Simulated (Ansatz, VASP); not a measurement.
# BAs: VASP beside Ansatz

File INCAR:

```
SYSTEM = BAs
PREC     = Accurate       ! precision mode
ENCUT    = 500            ! plane-wave cutoff, eV
EDIFF    = 1E-6           ! SCF threshold, eV
ISMEAR   = 0              ! smearing method
SIGMA    = 0.05           ! smearing width, eV
LREAL    = .False.        ! projectors in reciprocal space
LASPH    = .True.         ! aspherical terms in the spheres
NELM     = 120            ! most SCF steps
ALGO     = Normal         ! electronic algorithm
ISIF     = 2              ! what is computed and relaxed
LWAVE    = .False.        ! write WAVECAR
LCHARG   = .False.        ! write CHGCAR
GGA      = PE             ! functional
NBANDS   = 11             ! bands
GGA_COMPAT= .False.
```

The input KPOINTS:

```
Automatic mesh
0
Gamma
  6 6 6
  0 0 0
```

File POSCAR:

```
BAs
1.0
    2.8492235785      0.0000000000      0.0000000000
    0.0000000000      2.8492235785      0.0000000000
    0.0000000000      0.0000000000      2.8492235785
B As
1 1
Direct
    0.0000000000      0.0000000000      0.0000000000
    0.5000000000      0.5000000000      0.5000000000
```

Input for Ansatz:

```yaml
crystal:
  lattice:
    - [2.8492235785, 0.0, 0.0]
    - [0.0, 2.8492235785, 0.0]
    - [0.0, 0.0, 2.8492235785]
  atoms:
    - { symbol: B, position: [0.0, 0.0, 0.0] }
    - { symbol: As, position: [0.5, 0.5, 0.5] }
basis:
  ecutwfc: 420
kpoints:
  mp_grid: { grid: [6, 6, 6] }
hamiltonian:
  xc: pbe
scf:
  occupations: { method: gaussian, width: 0.05 }
output:
  forces: true
  stress: true
  eigenvalues: true
```

Alike in both runs: task single point; functional PBE; k mesh 6 × 6 × 6; occupations gaussian, width 0.05 eV; no spin polarisation.

|  | VASP | Ansatz |
| --- | --- | --- |
| version | VASP 6.6.1 | Ansatz 0.2.0 |
| potentials or method | VASP PAW PBE potentials, release 64 (B, As), cutoff 500 eV | scalar-relativistic, plane waves, PAW |
| valence electrons in the cell | 8 | 18 |

Ansatz gave:

```
gap on the k mesh at the Fermi level (eV) : none
pressure (GPa)                            : 13.2
```

**Question.** What did VASP give for the same quantities?

**Answer.** gap on the k mesh at the Fermi level (eV): none; pressure (GPa): 13.6.

A gap of «none» marks a metal or a gap that the smearing closes. The functional is the same, so the differences come from potentials, cutoffs and numerics. VASP's potentials hold 8 valence electrons a cell and Ansatz's 18, so a difference there can come from the potentials and not from the codes.

The k mesh is coarse, so the values compare programs but aren't converged.
